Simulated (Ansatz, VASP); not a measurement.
## One calculation of SnSe2, two programs

INCAR

```
  PREC = Accurate
  ENCUT = 520
  EDIFF = 1E-6
  ISMEAR = 0
  SIGMA = 0.05
  LREAL = F
  LASPH = T
  NELM = 100
  ALGO = Normal
  ISIF = 2
  LWAVE = F
  LCHARG = F
  GGA = PE
  NBANDS = 20
```

Contents of KPOINTS:

```
regular mesh
0
Gamma
  12 12 4
```

Contents of POSCAR:

```
SnSe2
1.0
    3.8092883659      0.0000000000      0.0000000000
   -1.9046441830      3.2989404952      0.0000000000
    0.0000000000      0.0000000000      7.2190569861
Sn Se
1 2
Direct
    0.0000000000      0.0000000000      0.0000000000
    0.3333333333      0.6666666667      0.2281493097
    0.6666666667      0.3333333333      0.7718506903
```

Input for Ansatz:

```yaml
crystal:
  lattice:
    - [3.8092883659, 0.0, 0.0]
    - [-1.904644183, 3.2989404952, 0.0]
    - [0.0, 0.0, 7.2190569861]
  atoms:
    - { symbol: Sn, position: [0.0, 0.0, 0.0] }
    - { symbol: Se, position: [0.3333333333, 0.6666666667, 0.2281493097] }
    - { symbol: Se, position: [0.6666666667, 0.3333333333, 0.7718506903] }
basis:
  ecutwfc: 420
kpoints:
  mp_grid: { grid: [12, 12, 4] }
hamiltonian:
  xc: pbe
scf:
  occupations: { method: gaussian, width: 0.05 }
output:
  forces: true
  stress: true
  eigenvalues: true
```

Alike in both runs: task single point; functional PBE; k mesh 12 × 12 × 4; occupations gaussian, width 0.05 eV; no spin polarisation.

```csv
,VASP,Ansatz
version,VASP 6.6.1,Ansatz 0.2.0
potentials or method,"VASP PAW PBE potentials, release 64 (Sn_d, Se), cutoff 520 eV","scalar-relativistic, plane waves, PAW"
valence electrons in the cell,26,46
```

|  | VASP | Ansatz | Ansatz less VASP |
| --- | --- | --- | --- |
| gap on the k mesh at the Fermi level (eV) | 0.50 | 0.50 | +0.002 |
| least direct gap on the mesh (eV) | 0.95 | 0.95 | +0.002 |
| pressure (GPa) | 0.2 | 0.2 | -0.05 |
| traceless stress, the component that is largest in VASP (GPa) | -1.91 | -1.93 | -0.017 |
| rms of the force components (eV/Å) | 0.136 | 0.142 | +0.0059 |

Atom by atom the forces differ by 0.006 eV/Å (rms over components). VASP's potentials hold 26 valence electrons a cell and Ansatz's 46, so a difference there can come from the potentials and not from the codes.
